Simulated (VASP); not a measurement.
# AlN (Cm) in VASP: a series of runs

The runs below take AlN through single point, with PBEsol.

All numbers are computed with VASP 6.6.1; they aren't measurements. Logs are shortened: lines on timing, memory, paths and dates and some standing lists are left out, and cuts for length are marked.

**1. The cell of the first run**

The structure is monoclinic, space group Cm (No. 8). Conventional cell: a = 5.350 Å, b = 3.089 Å, c = 3.089 Å, α = 90.00°, β = 125.26°, γ = 90.00°. Within 2.2 Å of Al (site symmetry m) lie 4 N at 1.68 to 2.11 Å. N (site symmetry m) has 4 Al at 1.68 to 2.11 Å within 2.2 Å.

**2. Single point, PBEsol**

File INCAR:

```
PREC     = Accurate       # precision mode
ENCUT    = 520            # plane-wave cutoff, eV
EDIFF    = 1E-6           # SCF threshold, eV
ISMEAR   = 0              # smearing method
SIGMA    = 0.05           # smearing width, eV
LREAL    = False          # projectors in reciprocal space
LASPH    = True           # aspherical terms in the spheres
NELM     = 80             # most SCF steps
ALGO     = Normal         # electronic algorithm
ISIF     = 2              # what is computed and relaxed
LWAVE    = False          # write WAVECAR
LCHARG   = False          # write CHGCAR
GGA      = PS             # functional
NBANDS   = 11             # bands
```

File KPOINTS:

```
regular mesh
0
Gamma
  10 10 10
```

File POSCAR:

```
AlN
1.0
    0.0000000000      2.1839935596      2.1839935596
    2.1839935596      0.0000000000      2.1839935596
    2.1839935596      2.1839935596      0.0000000000
Al N
1 1
Direct
   -0.0849890464      0.0000000000      0.0000000000
    0.7500000000      0.7500000000      0.7500000000
```

Potentials or basis: VASP PAW PBE potentials, release 64 (Al, N).

Launch:

```sh
cat potpaw_PBE.64/Al/POTCAR potpaw_PBE.64/N/POTCAR > POTCAR
mpirun -np 1 vasp_std > vasp.out
```

OUTCAR:

```text
PREC = Accurate
   ENCUT = 520
   EDIFF = 1E-6
   ISMEAR = 0
   LREAL = False
   LASPH = True
   NELM = 80
   ISIF = 2
   GGA = PS

 ion  position               nearest neighbor table
   1  0.915  0.000  0.000-   2 1.68   2 1.91   2 1.91   2 2.11
   2  0.750  0.750  0.750-   1 1.68   1 1.91   1 1.91   1 2.11

  LATTYP: Found a face centered cubic cell.
 ALAT       =     4.3679871192

  Lattice vectors:

 A1 = (   0.0000000000,   2.1839935596,   2.1839935596)
 A2 = (   2.1839935596,   0.0000000000,   2.1839935596)
 A3 = (   2.1839935596,   2.1839935596,   0.0000000000)

Analysis of symmetry for initial positions (statically):
=====================================================================
 Subroutine PRICEL returns:
 Original cell was already a primitive cell.

 Routine SETGRP: Setting up the symmetry group for a
 face centered cubic supercell.

 Subroutine GETGRP returns: Found  2 space group operations
 (whereof  2 operations were pure point group operations)
 out of a pool of 48 trial point group operations.

The static configuration has the point symmetry C_1h.

Analysis of symmetry for dynamics (positions and initial velocities):
=====================================================================
 Subroutine PRICEL returns:
 Original cell was already a primitive cell.

 Routine SETGRP: Setting up the symmetry group for a
 face centered cubic supercell.

 Subroutine GETGRP returns: Found  2 space group operations
 (whereof  2 operations were pure point group operations)
 out of a pool of 48 trial point group operations.

The dynamic configuration has the point symmetry C_1h.

 Subroutine INISYM returns: Found  2 space group operations
 (whereof  2 operations are pure point group operations),
 and found     1 'primitive' translations

----------------------------------------------------------------------------------------

                                     Primitive cell

  volume of cell :      20.8345

  direct lattice vectors                    reciprocal lattice vectors
     0.000000000  2.183993560  2.183993560    -0.228938404  0.228938404  0.228938404
     2.183993560  0.000000000  2.183993560     0.228938404 -0.228938404  0.228938404
     2.183993560  2.183993560  0.000000000     0.228938404  0.228938404 -0.228938404

  length of vectors
     3.088633312  3.088633312  3.088633312     0.396532948  0.396532948  0.396532948

  position of ions in fractional coordinates (direct lattice)
     0.915010954  0.000000000  0.000000000
     0.750000000  0.750000000  0.750000000

  ion indices of the primitive-cell ions
   primitive index   ion index
                 1           1
                 2           2

----------------------------------------------------------------------------------------

 KPOINTS: regular mesh

Automatic generation of k-mesh.
 Grid dimensions read from file:
 generate k-points for:   10   10   10

 Generating k-lattice:

  Cartesian coordinates                     Fractional coordinates (reciprocal lattice)
    -0.022893840  0.022893840  0.022893840     0.100000000  0.000000000  0.000000000
     0.022893840 -0.022893840  0.022893840     0.000000000  0.100000000  0.000000000
     0.022893840  0.022893840 -0.022893840     0.000000000  0.000000000  0.100000000

  Length of vectors
     0.039653295  0.039653295  0.039653295

  Shift w.r.t. Gamma in fractional coordinates (k-lattice)
     0.000000000  0.000000000  0.000000000

 Subroutine IBZKPT returns following result:
 ===========================================

 Found    282 irreducible k-points:

 Following reciprocal coordinates:
            Coordinates               Weight
  0.000000  0.000000  0.000000      1.000000
  0.100000  0.000000  0.000000      2.000000
  0.000000  0.100000  0.000000      4.000000
  0.100000  0.100000  0.100000      2.000000
  0.200000  0.000000  0.000000      2.000000
  0.000000  0.200000  0.000000      4.000000
[... 16 lines left out ...]
  0.200000  0.100000  0.200000      4.000000
  0.100000 -0.100000 -0.100000      2.000000
 [... further k-points ...]
   k-points           NKPTS =    282   k-points in BZ     NKDIM =    282   number of bands    NBANDS=     11
   number of dos      NEDOS =    301   number of ions     NIONS =      2
   total plane-waves  NPLWV =  13824
   dimension x,y,z NGX =    24 NGY =   24 NGZ =   24
   dimension x,y,z NGXF=    48 NGYF=   48 NGZF=   48
   ions per type =               1   1
   NGX,Y,Z   is equivalent  to a cutoff of  12.92, 12.92, 12.92 a.u.
   NGXF,Y,Z  is equivalent  to a cutoff of  25.84, 25.84, 25.84 a.u.
 SYSTEM =  unknown system
   PREC   = accura    normal or accurate (medium, high low for compatibility)
   ISTART =      0    job   : 0-new  1-cont  2-samecut
   ICHARG =      2    charge: 1-file 2-atom 10-const
   ISPIN  =      1    spin polarized calculation?
   LNONCOLLINEAR =      F non collinear calculations
   LSORBIT =      F    spin-orbit coupling
   LASPH  =      T    aspherical Exc in radial PAW
   ENCUT  =  520.0 eV  38.22 Ry    6.18 a.u.   5.74  5.74  5.74*2*pi/ulx,y,z
   NELM   =     80;   NELMIN=  2; NELMDL= -5     # of ELM steps
   EDIFF  = 0.1E-05   stopping-criterion for ELM
   LREAL  =      F    real-space projection
   EDIFFG = 0.1E-04   stopping-criterion for IOM
   NSW    =      0    number of steps for IOM
   IBRION =     -1    ionic relax: 0-MD 1-quasi-New 2-CG
   NFREE  =      0    steps in history (QN), initial steepest desc. (CG)
   ISIF   =      2    stress and relaxation
   ISYM   =      2    0-nonsym 1-usesym 2-fastsym
   POTIM  = 0.5000    time-step for ionic-motion
   TEBEG  =    0.0;   TEEND  =   0.0 temperature during run
   PSTRESS=    0.0 pullay stress
   NELECT =       8.0000    total number of electrons
   NUPDOWN=      -1.0000    fix difference up-down
   EMIN   =  10.00;   EMAX   =-10.00  energy-range for DOS
   EFERMI =   0.00;   METHOD = LEGACY
   ISMEAR =     0;   SIGMA  =   0.05  broadening in eV -4-tet -1-fermi 0-gaus
   EFERMI_NEDOS =   21; number of points for ismear=-14 and -15
   IALGO  =     38    algorithm
   IMIX   =      4    mixing-type and parameters
     AMIX     =   0.40;   BMIX     =  1.00
     AMIX_MAG =   1.60;   BMIX_MAG =  1.00
  volume/ion in A,a.u.               =      10.42        70.30
  Fermi-wavevector in a.u.,A,eV,Ry     =   1.189899  2.248583 19.263943  1.415860
  Thomas-Fermi vector in A             =   2.325996
   LORBIT       =      0    0 simple, 1 ext, 2 COOP (PROOUT), +10 PAW based schemes
   GGA     = PS    functional components
   LHFCALC =     F    Hartree Fock is set to
   AEXX    =    0.0000 exact exchange contribution
   IVDW    =     0    specifies the selected vdW correction
   LEPSILON=     F    determine dielectric tensor
   LRPA    =     F    only Hartree local field effects (RPA)
 non-spin polarized calculation
 Gauss-broadening in eV      SIGMA  =   0.05
  energy-cutoff  :      520.00
  volume of cell :       20.83
 maximum number of plane-waves:       571
   NGX = 11   NGY = 11   NGZ = 11

 number of electron       8.0000000 magnetization

 Free energy of the ion-electron system (eV)
  ---------------------------------------------------
  ext. energy  EPLUGINS =         0.00000000
  ---------------------------------------------------
  free energy    TOTEN  =       -15.07444750 eV

  energy without entropy =      -15.07444750  energy(sigma->0) =      -15.07444750

 E-fermi :   6.6711     XC(G=0): -11.1195

 val. band max:        6.4726064036   @ k =   0.0000   0.0000   0.0000
 cond. band min:       9.0054273307   @ k =   0.0000   0.5000   0.5000
 fundamental gap:      2.5328209271
 Fermi energy:         6.6710558414

 k-point     1 :       0.0000    0.0000    0.0000
  band No.  band energies     occupation
      1      -9.1025      2.00000
      2       5.1835      2.00000
      3       5.8548      2.00000
      4       6.4726      2.00000
      5       9.8577      0.00000
      6      18.2977      0.00000
      7      18.3323      0.00000
      8      18.5017      0.00000
      9      23.1389      0.00000
     10      23.2418      0.00000
     11      24.1029      0.00000

 k-point     2 :       0.1000    0.0000    0.0000
  band No.  band energies     occupation
      1      -8.9576      2.00000
      2       5.0551      2.00000
      3       5.6187      2.00000
      4       5.8032      2.00000
      5      10.6421      0.00000
      6      17.8025      0.00000
      7      18.3040      0.00000
      8      18.7009      0.00000
      9      22.3992      0.00000
     10      22.4237      0.00000
     11      23.5280      0.00000

 k-point     3 :       0.0000    0.1000    0.0000
  band No.  band energies     occupation
      1      -8.9552      2.00000
      2       4.8002      2.00000
      3       5.4454      2.00000
      4       6.3592      2.00000
      5      10.5136      0.00000
      6      17.5601      0.00000
      7      18.4356      0.00000
      8      18.9778      0.00000
      9      22.0834      0.00000
     10      22.2620      0.00000
     11      23.9565      0.00000

 k-point     4 :       0.1000    0.1000    0.1000
  band No.  band energies     occupation
      1      -8.9531      2.00000
      2       4.5022      2.00000
      3       5.8081      2.00000
      4       6.3938      2.00000
      5      10.4123      0.00000
      6      17.8266      0.00000
      7      18.5435      0.00000
      8      18.7322      0.00000
      9      21.7940      0.00000
     10      21.9348      0.00000
     11      24.4955      0.00000
[... 239 lines left out ...]
 k-point    22 :       0.1000    0.1000   -0.1000
  band No.  band energies     occupation
      1      -8.5798      2.00000
      2       3.8761      2.00000
      3       4.9833      2.00000
      4       5.9068      2.00000
      5      11.6658      0.00000
      6      16.6406      0.00000
      7      18.2555      0.00000
      8      18.8413      0.00000
      9      20.2738      0.00000
     10      23.5411      0.00000
     11      24.8148      0.00000

 k-point    23 :       0.2000    0.1000    0.2000
  band No.  band energies     occupation
      1      -8.5738      2.00000
      2       3.5169      2.00000
      3       5.4799      2.00000
      4       5.9245      2.00000
      5      11.4949      0.00000
      6      16.9815      0.00000
      7      18.3216      0.00000
      8      19.1036      0.00000
      9      19.5048      0.00000
     10      22.9098      0.00000
     11      25.2326      0.00000

 k-point    24 :       0.1000   -0.1000   -0.1000
  band No.  band energies     occupation
      1      -8.5844      2.00000
      2       4.1023      2.00000
      3       5.1221      2.00000
      4       5.4474      2.00000
      5      11.7615      0.00000
      6      16.6980      0.00000
      7      18.2231      0.00000
      8      18.4754      0.00000
      9      20.5297      0.00000
     10      24.0014      0.00000
     11      24.3619      0.00000

 [... further k-points ...]
[... 5 lines left out ...]
  --------------------------------------------------------------------------------------
  -------------------------------------------------------------------------------------
  Total        2.0751838      0.9891601      0.9891601      2.1046962      1.2844048      2.1046962
  in kB      159.5817042     76.0664419     76.0664419    161.8512048     98.7707709    161.8512041
  external PRESSURE =     103.9048626 kB  Pullay stress =       0.0000000 kB

 VOLUME and BASIS-vectors are now :
 -----------------------------------------------------------------------------
  energy-cutoff  :      520.00
  volume of cell :       20.83
      direct lattice vectors                 reciprocal lattice vectors
     0.000000000  2.183993560  2.183993560    -0.228938404  0.228938404  0.228938404
     2.183993560  0.000000000  2.183993560     0.228938404 -0.228938404  0.228938404
     2.183993560  2.183993560  0.000000000     0.228938404  0.228938404 -0.228938404

 POSITION                                       TOTAL-FORCE (eV/Angst)
 -----------------------------------------------------------------------------------
      0.00000      1.99838      1.99838         2.248890      3.052429      3.052429
      3.27599      3.27599      3.27599        -2.248890     -3.052429     -3.052429
 -----------------------------------------------------------------------------------
    total drift:                               -0.000107     -0.000266     -0.000266

  FREE ENERGIE OF THE ION-ELECTRON SYSTEM (eV)
  ---------------------------------------------------
  free  energy   TOTEN  =       -15.0744475018 eV

  energy  without entropy=      -15.0744475018  energy(sigma->0) =      -15.07444750
```

It took 68 s on 1 thread of Intel Xeon 8259CL, shared host; peak memory 0.18 GiB.

What came out:

```
Free energy            : -15.0744 eV
Pressure               : 10.4 GPa
Largest force          : 4.867 eV/Å
Band gap on the k mesh : 2.53 eV, indirect (least direct gap 3.39 eV)
```

Forces on the atoms (eV/Å):
```
Al   2.249  3.052  3.052
N   -2.249 -3.052 -3.052
```

Levels at points of the mesh, in eV from the valence-band top:
| k point | band 1 | band 2 | band 3 | band 4 | band 5 | band 6 | band 7 | band 8 |
| --- | --- | --- | --- | --- | --- | --- | --- | --- |
| (0.00, 0.00, 0.00) | -15.58 | -1.29 | -0.62 | 0.00 | 3.39 | 11.83 | 11.86 | 12.03 |
| (0.50, 0.00, 0.00) | -13.56 | -6.23 | -1.67 | -1.10 | 6.76 | 9.19 | 10.10 | 10.65 |
| (0.00, 0.50, 0.00) | -13.51 | -6.52 | -1.53 | -0.62 | 6.42 | 8.96 | 10.20 | 10.96 |
| (0.50, 0.50, 0.50) | -13.46 | -6.74 | -1.05 | -0.58 | 6.34 | 8.76 | 10.45 | 10.77 |
| (0.50, 0.50, 0.00) | -12.87 | -5.56 | -2.69 | -2.07 | 2.60 | 7.70 | 12.86 | 14.99 |
| (0.00, 0.50, 0.50) | -12.87 | -5.59 | -2.36 | -2.25 | 2.53 | 7.49 | 12.84 | 15.16 |

Caveat: the cell differs from its parent crystal (all Al atoms moved +0.263 Å, as atom 1 towards its neighbour atom 1 (Al) at 3.089 Å); the PAW data sets were made with another functional, which shifts forces and pressure a little.

**3. Single point, PBEsol**

File INCAR:

```
SYSTEM = AlN
PREC = Accurate ; ENCUT = 520
EDIFF = 1E-7 ; ISMEAR = 0
SIGMA = 0.05 ; LREAL = .FALSE.
LASPH = .TRUE. ; NELM = 100
ALGO = Normal ; ISIF = 2
LWAVE = .FALSE. ; LCHARG = .FALSE.
GGA = PS ; NBANDS = 11
```

File KPOINTS:

```
Automatic mesh
0
G
  10 10 10
  0 0 0
```

Changes to POSCAR since step 2:

```diff
@@ -8,3 +8,3 @@
 Direct
-   -0.0849890464      0.0000000000      0.0000000000
+   -0.0607064617      0.0000000000      0.0000000000
     0.7500000000      0.7500000000      0.7500000000
```

Potentials or basis: VASP PAW PBE potentials, release 64 (Al, N).

Launch:

```sh
cat potpaw_PBE.64/Al/POTCAR potpaw_PBE.64/N/POTCAR > POTCAR
mpirun -np 1 vasp_std > vasp.out
```

It took 74 s on 1 thread of Intel Xeon 8259CL, shared host; peak memory 0.18 GiB.

Results (log left out):

| Property | Result |
| --- | --- |
| Free energy | -15.3447 eV |
| Pressure | 5.9 GPa |
| Largest force | 3.129 eV/Å |
| Band gap on the k mesh | 2.71 eV, indirect (least direct gap 3.60 eV) |

Forces on the atoms (eV/Å):
```
Al   1.118  2.067  2.067
N   -1.118 -2.067 -2.067
```

Stress tensor (GPa, compression positive):
```
 8.45 10.59 10.59
10.59  4.57  5.14
10.59  5.14  4.57
```

Levels at points of the mesh, in eV from the valence-band top:
| k point | band 1 | band 2 | band 3 | band 4 | band 5 | band 6 | band 7 | band 8 |
| --- | --- | --- | --- | --- | --- | --- | --- | --- |
| (0.00, 0.00, 0.00) | -15.42 | -0.95 | -0.46 | 0.00 | 3.60 | 11.99 | 11.99 | 12.11 |
| (0.50, 0.00, 0.00) | -13.38 | -6.16 | -1.36 | -0.95 | 6.92 | 9.36 | 10.34 | 10.70 |
| (0.00, 0.50, 0.00) | -13.34 | -6.37 | -1.27 | -0.59 | 6.69 | 9.20 | 10.39 | 10.93 |
| (0.50, 0.50, 0.50) | -13.31 | -6.54 | -0.91 | -0.55 | 6.61 | 9.06 | 10.58 | 10.83 |
| (0.50, 0.50, 0.00) | -12.70 | -5.41 | -2.47 | -2.00 | 2.74 | 7.94 | 13.20 | 15.14 |
| (0.00, 0.50, 0.50) | -12.70 | -5.42 | -2.23 | -2.17 | 2.71 | 7.82 | 13.19 | 15.24 |

Caveat: the cell differs from its parent crystal (all Al atoms moved +0.188 Å, as atom 1 towards its neighbour atom 1 (Al) at 3.089 Å); the PAW data sets were made with another functional, which shifts forces and pressure a little. A k mesh can miss the band edges.
